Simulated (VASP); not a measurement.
A run of VASP 6.6.1 is set up as follows.

File POSCAR:

```
CuI
1.0
    3.0267556526      3.0267556526      0.0000000000
   -3.0267556526      3.0267556526      0.0000000000
    0.0000000000      3.0267556526      3.0026620752
Cu I
1 1
Direct
    0.7500000000      0.2500000000      0.5000000000
    0.0000000000      0.0000000000      0.0000000000
```

File INCAR.step1:

```
SYSTEM = CuI
  PREC = Accurate
  ENCUT = 520
  ISMEAR = 0
  SIGMA = 0.01
  LREAL = .False.
  LASPH = .True.
  NELM = 80
  NBANDS = 16
  GGA = PE
  ALGO = Normal
  EDIFF = 1E-4
  LWAVE = .True.
  LCHARG = .False.
```

File INCAR.step2:

```
SYSTEM = CuI
  PREC = Accurate
  ENCUT = 520
  EDIFF = 1E-6
  ISMEAR = 0
  SIGMA = 0.01
  LREAL = .False.
  LASPH = .True.
  NELM = 80
  ALGO = Normal
  ISIF = 2
  LWAVE = .False.
  LCHARG = .False.
  METAGGA = R2SCAN
  LMIXTAU = .True.
  NBANDS = 16
  ISTART = 1
```

Contents of KPOINTS:

```
Automatic mesh
0
Gamma
  6 6 6
  0 0 0
```

Potentials or basis: VASP PAW PBE potentials, release 64 (Cu, I).

Launch:

```sh
$ cat potpaw_PBE.64/Cu/POTCAR potpaw_PBE.64/I/POTCAR > POTCAR
$ cp INCAR.step1 INCAR
$ mpirun -np 1 vasp_std > vasp.out
$ cp INCAR.step2 INCAR
$ mpirun -np 1 vasp_std > vasp.out
```

Question: What does it give for the pressure?

Answer: -0.3 GPa.

Question: Predict the band gap on the k mesh.

Answer: 1.64 eV.

Stress tensor (GPa, compression positive):
```
-0.37  0.00  0.00
 0.00 -0.37  0.00
 0.00  0.00 -0.23
```

Caveat: the cell differs from its parent crystal (in-plane strain +0.005); the PAW data sets were made with another functional, which shifts forces and pressure a little; spin-orbit coupling is left out, which moves the levels of the heavy elements.
